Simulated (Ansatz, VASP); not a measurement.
Al: VASP beside Ansatz

INCAR

```
SYSTEM = Al
PREC     = Accurate       ! precision mode
ENCUT    = 520            ! plane-wave cutoff, eV
EDIFF    = 1E-6           ! SCF threshold, eV
ISMEAR   = 0              ! smearing method
SIGMA    = 0.15           ! smearing width, eV
LREAL    = .FALSE.        ! projectors in reciprocal space
LASPH    = .TRUE.         ! aspherical terms in the spheres
NELM     = 80             ! most SCF steps
ALGO     = Normal         ! electronic algorithm
ISIF     = 2              ! what is computed and relaxed
LWAVE    = .FALSE.        ! write WAVECAR
LCHARG   = .TRUE.         ! write CHGCAR
GGA      = PS             ! functional
LELF     = .TRUE.         ! ELF
LVHAR    = .TRUE.       
NBANDS   = 8              ! bands
```

KPOINTS

```
regular mesh
0
G
  20 20 20
  0 0 0
```

File POSCAR:

```
Al
1.0
    0.0000000000      2.0239800000      2.0745795000
    2.0239800000      0.0000000000      2.0745795000
    2.0239800000      2.0239800000      0.0000000000
Al
1
Direct
    0.0000000000      0.0000000000      0.0000000000
```

Input for Ansatz:

```yaml
crystal:
  lattice:
    - [0.0, 2.02398, 2.0745795]
    - [2.02398, 0.0, 2.0745795]
    - [2.02398, 2.02398, 0.0]
  atoms:
    - { symbol: Al, position: [0.0, 0.0, 0.0] }
basis:
  ecutwfc: 420
kpoints:
  mp_grid: { grid: [20, 20, 20] }
hamiltonian:
  xc: pbesol
scf:
  occupations: { method: gaussian, width: 0.15 }
output:
  forces: true
  stress: true
  eigenvalues: true
```

Change from the starting cell: strain +0.000 along x and y, +0.025 along z, atoms carried along.

Alike in both runs: task single point; functional PBEsol; k mesh 20 × 20 × 20; occupations gaussian, width 0.15 eV; no spin polarisation.

```csv
,VASP,Ansatz
version,VASP 6.6.1,Ansatz 0.2.0
potentials or method,"VASP PAW PBE potentials, release 64 (Al), cutoff 520 eV","scalar-relativistic, plane waves, PAW"
valence electrons in the cell,3,3
```

|  | VASP | Ansatz | Ansatz less VASP |
| --- | --- | --- | --- |
| gap on the k mesh at the Fermi level (eV) | none | none | - |
| pressure (GPa) | -3.6 | -3.6 | -0.04 |
| traceless stress, the component that is largest in VASP (GPa) | -0.78 | -0.78 | -0.001 |

VASP's potentials were made for PBE, not for PBEsol. A gap of «none» marks a metal or a gap that the smearing closes. With one functional, cell and mesh, what is left measures potentials, basis and numerics.
